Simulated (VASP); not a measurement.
# In (Cmce) in VASP: single point with PBE

Aim: the single point of In with PBE.

Program: VASP 6.6.1. These are calculated values, not measurements. Logs are shortened: lines on timing, memory, paths and dates and some standing lists are left out, and cuts for length are marked.

### Step 1. The cell of the first run

The typed cell holds 4 atoms: a = 6.291 Å, b = 6.291 Å, c = 4.996 Å, α = 90.00°, β = 90.00°, γ = 144.37°.

### Step 2. Single point, PBE

INCAR

```
  PREC = Accurate
  ENCUT = 520
  EDIFF = 1E-6
  ISMEAR = 0
  SIGMA = 0.1
  LREAL = False
  LASPH = True
  NELM = 80
  ALGO = Fast
  ISIF = 2
  LWAVE = False
  LCHARG = False
  GGA = PE
  NBANDS = 34
```

KPOINTS

```
regular mesh
0
Gamma
  6 6 4
```

POSCAR

```
In
1.0
    1.9250155246     -5.9895453019      0.0000000000
    1.9250155246      5.9895453019      0.0000000000
    0.0000000000      0.0000000000      4.9959498644
In
4
Direct
    0.1324078704      0.8675921296      1.0001606333
    0.6324078704      0.3675921296      0.4998393667
    0.8675921296      0.1324078704     -0.0001606333
    0.3675921296      0.6324078704      0.5001606333
```

Potentials or basis: VASP PAW PBE potentials, release 64 (In_d).

On the command line:

```
> cat potpaw_PBE.64/In_d/POTCAR > POTCAR
> mpirun -np 1 vasp_std > vasp.out
```

OUTCAR:

```text
PREC = Accurate
   ENCUT = 520
   EDIFF = 1E-6
   ISMEAR = 0
   LREAL = False
   LASPH = True
   NELM = 80
   ISIF = 2
   GGA = PE

 ion  position               nearest neighbor table
   1  0.132  0.868  0.000-   2 3.15   2 3.15   2 3.15   2 3.15   3 3.17   3 3.41   3 3.41   4 3.77
                             4 3.77
   2  0.632  0.368  0.500-   1 3.15   1 3.15   1 3.15   1 3.15   4 3.17   4 3.41   4 3.41   3 3.77
                             3 3.77
   3  0.868  0.132  1.000-   4 3.15   4 3.15   4 3.15   4 3.15   1 3.17   1 3.41   1 3.41   2 3.77
                             2 3.77
   4  0.368  0.632  0.500-   3 3.15   3 3.15   3 3.15   3 3.15   2 3.17   2 3.41   2 3.41   1 3.77
                             1 3.77

  LATTYP: Found a base centered orthorhombic cell.
 ALAT       =     3.8500310492
 B/A-ratio  =     3.1114270121
 C/A-ratio  =     1.2976388503

  Lattice vectors:

 A1 = (   1.9250155246,  -5.9895453019,   0.0000000000)
 A2 = (   1.9250155246,   5.9895453019,   0.0000000000)
 A3 = (   0.0000000000,   0.0000000000,   4.9959498644)

Analysis of symmetry for initial positions (statically):
=====================================================================
 Subroutine PRICEL returns:
 Original cell was already a primitive cell.

 Routine SETGRP: Setting up the symmetry group for a
 base centered orthorhombic supercell.

 Subroutine GETGRP returns: Found  8 space group operations
 (whereof  4 operations were pure point group operations)
 out of a pool of  8 trial point group operations.

The static configuration has the point symmetry C_2h.
 The point group associated with its full space group is D_2h.

Analysis of symmetry for dynamics (positions and initial velocities):
=====================================================================
 Subroutine PRICEL returns:
 Original cell was already a primitive cell.

 Routine SETGRP: Setting up the symmetry group for a
 base centered orthorhombic supercell.

 Subroutine GETGRP returns: Found  8 space group operations
 (whereof  4 operations were pure point group operations)
 out of a pool of  8 trial point group operations.

The dynamic configuration has the point symmetry C_2h.
 The point group associated with its full space group is D_2h.

 Subroutine INISYM returns: Found  8 space group operations
 (whereof  4 operations are pure point group operations),
 and found     1 'primitive' translations

----------------------------------------------------------------------------------------

                                     Primitive cell

  volume of cell :     115.2063

  direct lattice vectors                    reciprocal lattice vectors
     1.925015525 -5.989545302  0.000000000     0.259738165 -0.083478791  0.000000000
     1.925015525  5.989545302  0.000000000     0.259738165  0.083478791  0.000000000
     0.000000000  0.000000000  4.995949864     0.000000000  0.000000000  0.200162137

  length of vectors
     6.291290622  6.291290622  4.995949864     0.272823428  0.272823428  0.200162137

  position of ions in fractional coordinates (direct lattice)
     0.132407870  0.867592130  0.000160633
     0.632407870  0.367592130  0.499839367
     0.867592130  0.132407870  0.999839367
     0.367592130  0.632407870  0.500160633

  ion indices of the primitive-cell ions
   primitive index   ion index
                 1           1
                 2           2
                 3           3
                 4           4

----------------------------------------------------------------------------------------

 KPOINTS: regular mesh

Automatic generation of k-mesh.
 Grid dimensions read from file:
 generate k-points for:    6    6    4

 Generating k-lattice:

  Cartesian coordinates                     Fractional coordinates (reciprocal lattice)
     0.043289694 -0.013913132  0.000000000     0.166666667  0.000000000  0.000000000
     0.043289694  0.013913132  0.000000000     0.000000000  0.166666667  0.000000000
     0.000000000  0.000000000  0.050040534     0.000000000  0.000000000  0.250000000

  Length of vectors
     0.045470571  0.045470571  0.050040534

  Shift w.r.t. Gamma in fractional coordinates (k-lattice)
     0.000000000  0.000000000  0.000000000

 Subroutine IBZKPT returns following result:
 ===========================================

 Found     39 irreducible k-points:

 Following reciprocal coordinates:
            Coordinates               Weight
  0.000000  0.000000  0.000000      1.000000
  0.166667 -0.000000  0.000000      4.000000
  0.333333 -0.000000  0.000000      4.000000
  0.500000 -0.000000  0.000000      2.000000
  0.166667  0.166667  0.000000      2.000000
  0.333333  0.166667  0.000000      4.000000
[... 16 lines left out ...]
  0.333333  0.333333  0.250000      4.000000
  0.500000  0.333333  0.250000      8.000000
 [... further k-points ...]
   k-points           NKPTS =     39   k-points in BZ     NKDIM =     39   number of bands    NBANDS=     34
   number of dos      NEDOS =    301   number of ions     NIONS =      4
   total plane-waves  NPLWV =  92160
   dimension x,y,z NGX =    48 NGY =   48 NGZ =   40
   dimension x,y,z NGXF=    96 NGYF=   96 NGZF=   80
   ions per type =               4
   NGX,Y,Z   is equivalent  to a cutoff of  12.68, 12.68, 13.31 a.u.
   NGXF,Y,Z  is equivalent  to a cutoff of  25.37, 25.37, 26.62 a.u.
 SYSTEM =  unknown system
   PREC   = accura    normal or accurate (medium, high low for compatibility)
   ISTART =      0    job   : 0-new  1-cont  2-samecut
   ICHARG =      2    charge: 1-file 2-atom 10-const
   ISPIN  =      1    spin polarized calculation?
   LNONCOLLINEAR =      F non collinear calculations
   LSORBIT =      F    spin-orbit coupling
   LASPH  =      T    aspherical Exc in radial PAW
   ENCUT  =  520.0 eV  38.22 Ry    6.18 a.u.  11.70 11.70  9.29*2*pi/ulx,y,z
   NELM   =     80;   NELMIN=  2; NELMDL= -5     # of ELM steps
   EDIFF  = 0.1E-05   stopping-criterion for ELM
   LREAL  =      F    real-space projection
   EDIFFG = 0.1E-04   stopping-criterion for IOM
   NSW    =      0    number of steps for IOM
   IBRION =     -1    ionic relax: 0-MD 1-quasi-New 2-CG
   NFREE  =      0    steps in history (QN), initial steepest desc. (CG)
   ISIF   =      2    stress and relaxation
   ISYM   =      2    0-nonsym 1-usesym 2-fastsym
   POTIM  = 0.5000    time-step for ionic-motion
   TEBEG  =    0.0;   TEEND  =   0.0 temperature during run
   PSTRESS=    0.0 pullay stress
   NELECT =      52.0000    total number of electrons
   NUPDOWN=      -1.0000    fix difference up-down
   EMIN   =  10.00;   EMAX   =-10.00  energy-range for DOS
   EFERMI =   0.00;   METHOD = LEGACY
   ISMEAR =     0;   SIGMA  =   0.10  broadening in eV -4-tet -1-fermi 0-gaus
   EFERMI_NEDOS =   21; number of points for ismear=-14 and -15
   IALGO  =     68    algorithm
   IMIX   =      4    mixing-type and parameters
     AMIX     =   0.40;   BMIX     =  1.00
     AMIX_MAG =   1.60;   BMIX_MAG =  1.00
  volume/ion in A,a.u.               =      28.80       194.36
  Fermi-wavevector in a.u.,A,eV,Ry     =   1.255791  2.373100 21.456524  1.577010
  Thomas-Fermi vector in A             =   2.389530
   LORBIT       =      0    0 simple, 1 ext, 2 COOP (PROOUT), +10 PAW based schemes
   GGA     = PE    functional components
   LHFCALC =     F    Hartree Fock is set to
   AEXX    =    0.0000 exact exchange contribution
   IVDW    =     0    specifies the selected vdW correction
   LEPSILON=     F    determine dielectric tensor
   LRPA    =     F    only Hartree local field effects (RPA)
 non-spin polarized calculation
 RMM-DIIS sequential band-by-band and
 Gauss-broadening in eV      SIGMA  =   0.10
  energy-cutoff  :      520.00
  volume of cell :      115.21
 maximum number of plane-waves:      3130
   NGX = 23   NGY = 23   NGZ = 19

 number of electron      52.0000000 magnetization

 Free energy of the ion-electron system (eV)
  ---------------------------------------------------
  ext. energy  EPLUGINS =         0.00000000
  ---------------------------------------------------
  free energy    TOTEN  =       -10.10796977 eV

  energy without entropy =      -10.09606567  energy(sigma->0) =      -10.10201772

 E-fermi :   6.4968     XC(G=0):  -9.7570

 val. band max:        6.4922661045   @ k =  -0.1667   0.1667   0.0000
 cond. band min:       6.5515486109   @ k =   0.5000   0.1667   0.2500
 fundamental gap:      0.0592825064
 Fermi energy:         6.4968479586

 k-point     1 :       0.0000    0.0000    0.0000
  band No.  band energies     occupation
      1      -8.3628      2.00000
      2      -8.3402      2.00000
      3      -8.3108      2.00000
      4      -8.2624      2.00000
      5      -8.2474      2.00000
      6      -8.2348      2.00000
[... 26 lines left out ...]
     33      12.4290      0.00000
     34      14.2392      0.00000

 k-point     2 :       0.1667   -0.0000    0.0000
  band No.  band energies     occupation
      1      -8.3337      2.00000
      2      -8.3094      2.00000
      3      -8.2915      2.00000
      4      -8.2377      2.00000
      5      -8.2095      2.00000
      6      -8.1956      2.00000
[... 26 lines left out ...]
     33      12.7763      0.00000
     34      13.1651      0.00000

 k-point     3 :       0.3333   -0.0000    0.0000
  band No.  band energies     occupation
      1      -8.2461      2.00000
      2      -8.2444      2.00000
      3      -8.2190      2.00000
      4      -8.1728      2.00000
      5      -8.1651      2.00000
      6      -8.1438      2.00000
[... 26 lines left out ...]
     33      11.1014      0.00000
     34      11.4373      0.00000
[... 704 lines left out ...]
 k-point    23 :       0.3333    0.3333    0.2500
  band No.  band energies     occupation
      1      -8.3381      2.00000
      2      -8.2567      2.00000
      3      -8.2325      2.00000
      4      -8.1899      2.00000
      5      -8.1537      2.00000
      6      -8.1460      2.00000
[... 26 lines left out ...]
     33      10.8345      0.00000
     34      12.7172      0.00000

 k-point    24 :       0.5000    0.3333    0.2500
  band No.  band energies     occupation
      1      -8.3326      2.00000
      2      -8.2601      2.00000
      3      -8.2216      2.00000
      4      -8.2185      2.00000
      5      -8.1903      2.00000
      6      -8.1491      2.00000
[... 26 lines left out ...]
     33      11.9369      0.00000
     34      12.4174      0.00000

 [... further k-points ...]
[... 5 lines left out ...]
  --------------------------------------------------------------------------------------
  -------------------------------------------------------------------------------------
  Total       -0.1508153     -0.0599038     -0.0045559      0.0000000      0.0000000      0.0000000
  in kB       -2.0973924     -0.8330839     -0.0633593      0.0000000      0.0000000      0.0000000
  external PRESSURE =      -0.9979452 kB  Pullay stress =       0.0000000 kB

 VOLUME and BASIS-vectors are now :
 -----------------------------------------------------------------------------
  energy-cutoff  :      520.00
  volume of cell :      115.21
      direct lattice vectors                 reciprocal lattice vectors
     1.925015525 -5.989545302  0.000000000     0.259738165 -0.083478791  0.000000000
     1.925015525  5.989545302  0.000000000     0.259738165  0.083478791  0.000000000
     0.000000000  0.000000000  4.995949864     0.000000000  0.000000000  0.200162137

 POSITION                                       TOTAL-FORCE (eV/Angst)
 -----------------------------------------------------------------------------------
      1.92502      4.40342      0.00080         0.000000      0.003292     -0.003701
      1.92502     -1.58613      2.49717         0.000000      0.003292      0.003701
      1.92502     -4.40342      4.99515         0.000000     -0.003292      0.003701
      1.92502      1.58613      2.49878         0.000000     -0.003292     -0.003701
 -----------------------------------------------------------------------------------
    total drift:                               -0.000000      0.000000     -0.000000

  FREE ENERGIE OF THE ION-ELECTRON SYSTEM (eV)
  ---------------------------------------------------
  free  energy   TOTEN  =       -10.1079697686 eV

  energy  without entropy=      -10.0960656660  energy(sigma->0) =      -10.10201772
```

Wall time 10 min (1 thread of Intel Xeon 8259CL, shared host); peak memory 0.34 GiB.

What came out:

```
Free energy            : -10.1080 eV
Pressure               : -0.1 GPa
Largest force          : 0.005 eV/Å
Band gap on the k mesh : zero (bands 26 and 27 overlap by 4.77 eV)
```

Forces in eV/Å, atoms in the order of the input:
```
In   0.000  0.003 -0.004
In   0.000  0.003  0.004
In   0.000 -0.003  0.004
In   0.000 -0.003 -0.004
```

Stress tensor (GPa, compression positive):
```
-0.21  0.00  0.00
 0.00 -0.08  0.00
 0.00  0.00 -0.01
```

Caveat: spin-orbit coupling is left out, which moves the levels of the heavy elements.

The gap in the log of VASP goes by the Fermi energy; the results here count the filled bands.